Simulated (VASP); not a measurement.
# KF (I4/mmm) in VASP: further runs

The runs below take KF through single point, with r2SCAN.

All numbers are computed with VASP 6.6.1; they aren't measurements. Logs are shortened: lines on timing, memory, paths and dates and some standing lists are left out, and cuts for length are marked.

### 1 The cell of the first run

The structure is tetragonal, space group I4/mmm (No. 139). The conventional cell has a = 3.875 Å, b = 3.875 Å, c = 5.080 Å, α = 90.00°, β = 90.00°, γ = 90.00°. K (site symmetry 4/mmm) has 6 F at 2.54 to 2.74 Å within 3.4 Å. F (site symmetry 4/mmm) has 6 K at 2.54 to 2.74 Å within 3.4 Å.

### 2 Single point, r2SCAN (strain +0.025 along x and y, -0.050 along z)

The input, POSCAR:

```
KF
1.0
    0.0000000000      2.7403375000      2.5398250000
    2.7403375000      0.0000000000      2.5398250000
    2.7403375000      2.7403375000      0.0000000000
K F
1 1
Direct
    0.0000000000      0.0000000000      0.0000000000
    0.5000000000      0.5000000000      0.5000000000
```

The input, INCAR.step1:

```
SYSTEM = KF
PREC = Accurate
ENCUT = 520
ISMEAR = 0
SIGMA = 0.05
LREAL = .False.
LASPH = .True.
NELM = 60
NBANDS = 15
GGA = PE
ALGO = Normal
EDIFF = 1E-4
LWAVE = .True.
LCHARG = .False.
```

The input, INCAR.step2:

```
SYSTEM = KF
PREC = Accurate
ENCUT = 520
EDIFF = 1E-7
ISMEAR = 0
SIGMA = 0.05
LREAL = .False.
LASPH = .True.
NELM = 60
ALGO = Normal
ISIF = 2
LWAVE = .False.
LCHARG = .False.
METAGGA = R2SCAN
LMIXTAU = .True.
NBANDS = 15
ISTART = 1
```

The input, KPOINTS:

```
Automatic mesh
0
Gamma
  8 8 8
  0 0 0
```

Potentials or basis: VASP PAW PBE potentials, release 64 (K_sv, F).

Started as:

```console
$ cat potpaw_PBE.64/K_sv/POTCAR potpaw_PBE.64/F/POTCAR > POTCAR
$ cp INCAR.step1 INCAR
$ mpirun -np 1 vasp_std > vasp.out
$ cp INCAR.step2 INCAR
$ mpirun -np 1 vasp_std > vasp.out
```

OUTCAR:

```text
SYSTEM = KF
   PREC = Accurate
   ENCUT = 520
   EDIFF = 1E-7
   ISMEAR = 0
   LREAL = .False.
   LASPH = .True.
   NELM = 60
   ISIF = 2
   METAGGA = R2SCAN
   ISTART = 1

 ion  position               nearest neighbor table
   1  0.000  0.000  0.000-   2 2.54   2 2.54   2 2.74   2 2.74   2 2.74   2 2.74
   2  0.500  0.500  0.500-   1 2.54   1 2.54   1 2.74   1 2.74   1 2.74   1 2.74

  LATTYP: Found a body centered tetragonal cell.
 ALAT       =     3.8754224580
 C/A-ratio  =     1.3107345212

  Lattice vectors:

 A1 = (   0.0000000000,  -2.7403375000,  -2.5398250000)
 A2 = (   0.0000000000,   2.7403375000,  -2.5398250000)
 A3 = (   2.7403375000,   0.0000000000,   2.5398250000)

Analysis of symmetry for initial positions (statically):
=====================================================================
 Subroutine PRICEL returns:
 Original cell was already a primitive cell.

 Routine SETGRP: Setting up the symmetry group for a
 body centered tetragonal supercell.

 Subroutine GETGRP returns: Found 16 space group operations
 (whereof 16 operations were pure point group operations)
 out of a pool of 16 trial point group operations.

The static configuration has the point symmetry D_4h.

Analysis of symmetry for dynamics (positions and initial velocities):
=====================================================================
 Subroutine PRICEL returns:
 Original cell was already a primitive cell.

 Routine SETGRP: Setting up the symmetry group for a
 body centered tetragonal supercell.

 Subroutine GETGRP returns: Found 16 space group operations
 (whereof 16 operations were pure point group operations)
 out of a pool of 16 trial point group operations.

The dynamic configuration has the point symmetry D_4h.

 Subroutine INISYM returns: Found 16 space group operations
 (whereof 16 operations are pure point group operations),
 and found     1 'primitive' translations

----------------------------------------------------------------------------------------

                                     Primitive cell

  volume of cell :      38.1454

  direct lattice vectors                    reciprocal lattice vectors
     0.000000000  2.740337500  2.539825000    -0.182459277  0.182459277  0.196863957
     2.740337500  0.000000000  2.539825000     0.182459277 -0.182459277  0.196863957
     2.740337500  2.740337500  0.000000000     0.182459277  0.182459277 -0.196863957

  length of vectors
     3.736329836  3.736329836  3.875422458     0.324558459  0.324558459  0.324558459

  position of ions in fractional coordinates (direct lattice)
     0.000000000  0.000000000  0.000000000
     0.500000000  0.500000000  0.500000000

  ion indices of the primitive-cell ions
   primitive index   ion index
                 1           1
                 2           2

----------------------------------------------------------------------------------------

 KPOINTS: Automatic mesh

Automatic generation of k-mesh.
 Grid dimensions read from file:
 generate k-points for:    8    8    8

 Generating k-lattice:

  Cartesian coordinates                     Fractional coordinates (reciprocal lattice)
    -0.022807410  0.022807410  0.024607995     0.125000000  0.000000000  0.000000000
     0.022807410 -0.022807410  0.024607995     0.000000000  0.125000000  0.000000000
     0.022807410  0.022807410 -0.024607995     0.000000000  0.000000000  0.125000000

  Length of vectors
     0.040569807  0.040569807  0.040569807

  Shift w.r.t. Gamma in fractional coordinates (k-lattice)
     0.000000000  0.000000000  0.000000000

 Subroutine IBZKPT returns following result:
 ===========================================

 Found     59 irreducible k-points:

 Following reciprocal coordinates:
            Coordinates               Weight
  0.000000  0.000000  0.000000      1.000000
  0.125000  0.000000  0.000000      8.000000
  0.250000  0.000000  0.000000      8.000000
  0.375000  0.000000  0.000000      8.000000
  0.500000  0.000000  0.000000      4.000000
  0.125000  0.125000  0.000000      2.000000
[... 16 lines left out ...]
  0.250000  0.000000  0.125000     16.000000
  0.375000  0.000000  0.125000     16.000000
 [... further k-points ...]
   k-points           NKPTS =     59   k-points in BZ     NKDIM =     59   number of bands    NBANDS=     15
   number of dos      NEDOS =    301   number of ions     NIONS =      2
   total plane-waves  NPLWV =  23520
   dimension x,y,z NGX =    28 NGY =   28 NGZ =   30
   dimension x,y,z NGXF=    56 NGYF=   56 NGZF=   60
   ions per type =               1   1
   NGX,Y,Z   is equivalent  to a cutoff of  12.46, 12.46, 12.87 a.u.
   NGXF,Y,Z  is equivalent  to a cutoff of  24.92, 24.92, 25.74 a.u.
 SYSTEM =  KF
   PREC   = accura    normal or accurate (medium, high low for compatibility)
   ISTART =      1    job   : 0-new  1-cont  2-samecut
   ICHARG =      0    charge: 1-file 2-atom 10-const
   ISPIN  =      1    spin polarized calculation?
   LNONCOLLINEAR =      F non collinear calculations
   LSORBIT =      F    spin-orbit coupling
   LASPH  =      T    aspherical Exc in radial PAW
   ENCUT  =  520.0 eV  38.22 Ry    6.18 a.u.   6.95  6.95  7.21*2*pi/ulx,y,z
   NELM   =     60;   NELMIN=  2; NELMDL=  0     # of ELM steps
   EDIFF  = 0.1E-06   stopping-criterion for ELM
   LREAL  =      F    real-space projection
   EDIFFG = 0.1E-05   stopping-criterion for IOM
   NSW    =      0    number of steps for IOM
   IBRION =     -1    ionic relax: 0-MD 1-quasi-New 2-CG
   NFREE  =      0    steps in history (QN), initial steepest desc. (CG)
   ISIF   =      2    stress and relaxation
   ISYM   =      2    0-nonsym 1-usesym 2-fastsym
   POTIM  = 0.5000    time-step for ionic-motion
   TEBEG  =    0.0;   TEEND  =   0.0 temperature during run
   PSTRESS=    0.0 pullay stress
   NELECT =      16.0000    total number of electrons
   NUPDOWN=      -1.0000    fix difference up-down
   EMIN   =  10.00;   EMAX   =-10.00  energy-range for DOS
   EFERMI =   0.00;   METHOD = LEGACY
   ISMEAR =     0;   SIGMA  =   0.05  broadening in eV -4-tet -1-fermi 0-gaus
   EFERMI_NEDOS =   21; number of points for ismear=-14 and -15
   IALGO  =     38    algorithm
   IMIX   =      4    mixing-type and parameters
     AMIX     =   0.40;   BMIX     =  1.00
     AMIX_MAG =   1.60;   BMIX_MAG =  1.00
  volume/ion in A,a.u.               =      19.07       128.71
  Fermi-wavevector in a.u.,A,eV,Ry     =   1.225465  2.315793 20.432741  1.501764
  Thomas-Fermi vector in A             =   2.360502
   LORBIT       =      0    0 simple, 1 ext, 2 COOP (PROOUT), +10 PAW based schemes
   METAGGA = R2SCAN    functional components
   LHFCALC =     F    Hartree Fock is set to
   AEXX    =    0.0000 exact exchange contribution
   IVDW    =     0    specifies the selected vdW correction
   LEPSILON=     F    determine dielectric tensor
   LRPA    =     F    only Hartree local field effects (RPA)
 non-spin polarized calculation
 Gauss-broadening in eV      SIGMA  =   0.05
  energy-cutoff  :      520.00
  volume of cell :       38.15
 maximum number of plane-waves:      1050
   NGX = 13   NGY = 13   NGZ = 15

 number of electron      16.0000005 magnetization

 Free energy of the ion-electron system (eV)
  ---------------------------------------------------
  ext. energy  EPLUGINS =         0.00000000
  ---------------------------------------------------
  free energy    TOTEN  =       -14.94219819 eV

  energy without entropy =      -14.94219819  energy(sigma->0) =      -14.94219819

 E-fermi :  -3.0147     XC(G=0):  -8.8899

 val. band max:       -3.2520401771   @ k =   0.0000   0.0000   0.0000
 cond. band min:       3.4451354425   @ k =   0.0000   0.0000   0.0000
 fundamental gap:      6.6971756196
 Fermi energy:        -3.0146643889

 k-point     1 :       0.0000    0.0000    0.0000
  band No.  band energies     occupation
      1     -30.4536      2.00000
      2     -23.1461      2.00000
      3     -12.9472      2.00000
      4     -12.9472      2.00000
      5     -12.9360      2.00000
      6      -3.3921      2.00000
      7      -3.3921      2.00000
      8      -3.2520      2.00000
      9       3.4451      0.00000
     10       7.9971      0.00000
     11       7.9971      0.00000
     12       8.4225      0.00000
     13       9.5773      0.00000
     14      10.4385      0.00000
     15      13.8905      0.00000

 k-point     2 :       0.1250    0.0000    0.0000
  band No.  band energies     occupation
      1     -30.4394      2.00000
      2     -23.1605      2.00000
      3     -12.9855      2.00000
      4     -12.9582      2.00000
      5     -12.9333      2.00000
      6      -3.4980      2.00000
      7      -3.4374      2.00000
      8      -3.3421      2.00000
      9       3.8737      0.00000
     10       7.8108      0.00000
     11       8.2204      0.00000
     12       8.5109      0.00000
     13       9.7301      0.00000
     14      10.5869      0.00000
     15      14.7096      0.00000

 k-point     3 :       0.2500    0.0000    0.0000
  band No.  band energies     occupation
      1     -30.4050      2.00000
      2     -23.1948      2.00000
      3     -13.0810      2.00000
      4     -12.9843      2.00000
      5     -12.9225      2.00000
      6      -3.7690      2.00000
      7      -3.5444      2.00000
      8      -3.5063      2.00000
      9       4.9464      0.00000
     10       7.4251      0.00000
     11       8.7514      0.00000
     12       9.0221      0.00000
     13      10.2361      0.00000
     14      11.0091      0.00000
     15      15.9074      0.00000
[... 343 lines left out ...]
 k-point    23 :       0.2500    0.0000    0.1250
  band No.  band energies     occupation
      1     -30.4112      2.00000
      2     -23.1769      2.00000
      3     -13.0695      2.00000
      4     -12.9925      2.00000
      5     -12.9826      2.00000
      6      -3.7572      2.00000
      7      -3.4746      2.00000
      8      -3.3562      2.00000
      9       4.8215      0.00000
     10       7.0838      0.00000
     11       8.8991      0.00000
     12       9.1958      0.00000
     13      10.0222      0.00000
     14      10.7931      0.00000
     15      16.0910      0.00000

 k-point    24 :       0.3750    0.0000    0.1250
  band No.  band energies     occupation
      1     -30.3769      2.00000
      2     -23.2080      2.00000
      3     -13.1721      2.00000
      4     -13.0284      2.00000
      5     -12.9746      2.00000
      6      -3.9077      2.00000
      7      -3.6031      2.00000
      8      -3.5243      2.00000
      9       5.9248      0.00000
     10       7.0825      0.00000
     11       9.2085      0.00000
     12       9.7025      0.00000
     13      10.7898      0.00000
     14      11.3979      0.00000
     15      15.0612      0.00000

 [... further k-points ...]
[... 5 lines left out ...]
  --------------------------------------------------------------------------------------
  -------------------------------------------------------------------------------------
  Total       -0.4145049     -0.4145049      0.8671648      0.0000000     -0.0000000      0.0000000
  in kB      -17.4099848    -17.4099848     36.4225468      0.0000000     -0.0000000      0.0000000
  external PRESSURE =       0.5341924 kB  Pullay stress =       0.0000000 kB

 VOLUME and BASIS-vectors are now :
 -----------------------------------------------------------------------------
  energy-cutoff  :      520.00
  volume of cell :       38.15
      direct lattice vectors                 reciprocal lattice vectors
     0.000000000  2.740337500  2.539825000    -0.182459277  0.182459277  0.196863957
     2.740337500  0.000000000  2.539825000     0.182459277 -0.182459277  0.196863957
     2.740337500  2.740337500  0.000000000     0.182459277  0.182459277 -0.196863957

 POSITION                                       TOTAL-FORCE (eV/Angst)
 -----------------------------------------------------------------------------------
      0.00000      0.00000      0.00000         0.000000      0.000000      0.000000
      2.74034      2.74034      2.53982        -0.000000     -0.000000      0.000000
 -----------------------------------------------------------------------------------
    total drift:                                0.000000      0.000000      0.000000

  FREE ENERGIE OF THE ION-ELECTRON SYSTEM (eV)
  ---------------------------------------------------
  free  energy   TOTEN  =       -14.9421981912 eV

  energy  without entropy=      -14.9421981912  energy(sigma->0) =      -14.94219819
```

Run time: 79 s. Hardware: 1 thread of Intel Xeon 6975P-C (Granite Rapids), shared host; peak memory 0.18 GiB.

Results:

* Free energy: -14.9422 eV
* Pressure: 0.1 GPa
* Band gap on the k mesh: 6.70 eV, direct

Levels at points of the mesh, in eV from the valence-band top:
```tsv
k point	band 5	band 6	band 7	band 8	band 9	band 10	band 11	band 12
(0.00, 0.00, 0.00)	-9.68	-0.14	-0.14	0.00	6.70	11.25	11.25	11.67
(0.50, 0.00, 0.00)	-9.65	-0.87	-0.45	-0.44	9.57	11.13	12.61	13.11
(0.50, 0.50, 0.00)	-9.95	-0.20	-0.20	-0.15	8.47	11.22	12.78	14.53
(0.50, 0.00, 0.50)	-9.84	-0.36	-0.19	-0.04	8.81	11.10	12.08	14.55
```

Caveat: the cell differs from its parent crystal (strain +0.025 along x and y, -0.050 along z); the PAW data sets were made with another functional, which shifts forces and pressure a little. A k mesh can miss the band edges.

(Continued in part 2 of 2.)
